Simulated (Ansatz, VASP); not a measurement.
**Two plane-wave programs on Cd**

Contents of INCAR:

```
  PREC = Accurate
  ENCUT = 520
  EDIFF = 1E-6
  ISMEAR = 0
  SIGMA = 0.15
  LREAL = False
  LASPH = True
  NELM = 80
  ALGO = Fast
  ISIF = 2
  LWAVE = False
  LCHARG = False
  GGA = PE
  NBANDS = 12
```

KPOINTS

```
regular mesh
0
Gamma
  18 18 18
```

The input POSCAR:

```
Cd
1.0
    0.0000000000      2.1966773964      2.5635225215
    2.1966773964      0.0000000000      2.5635225215
    2.1966773964      2.1966773964      0.0000000000
Cd
1
Direct
    0.0000000000      0.0000000000      0.0000000000
```

Input for Ansatz:

```yaml
crystal:
  lattice:
    - [0.0, 2.1966773964, 2.5635225215]
    - [2.1966773964, 0.0, 2.5635225215]
    - [2.1966773964, 2.1966773964, 0.0]
  atoms:
    - { symbol: Cd, position: [0.0, 0.0, 0.0] }
basis:
  ecutwfc: 420
kpoints:
  mp_grid: { grid: [18, 18, 18] }
hamiltonian:
  xc: pbe
scf:
  occupations: { method: gaussian, width: 0.15 }
output:
  forces: true
  stress: true
  eigenvalues: true
```

Alike in both runs: task single point; functional PBE; k mesh 18 × 18 × 18; occupations gaussian, width 0.15 eV; no spin polarisation.

```csv
,VASP,Ansatz
version,VASP 6.6.1,Ansatz 0.2.0
potentials or method,"VASP PAW PBE potentials, release 64 (Cd), cutoff 520 eV","scalar-relativistic, plane waves, PAW"
valence electrons in the cell,12,20
```

|  | VASP | Ansatz | Ansatz less VASP |
| --- | --- | --- | --- |
| gap on the k mesh at the Fermi level (eV) | none | none | - |
| pressure (GPa) | -1.5 | -1.7 | -0.20 |
| traceless stress, the component that is largest in VASP (GPa) | -1.45 | -1.41 | +0.042 |

A gap of «none» marks a metal or a gap that the smearing closes. VASP's potentials hold 12 valence electrons a cell and Ansatz's 20, so a difference there can come from the potentials and not from the codes.
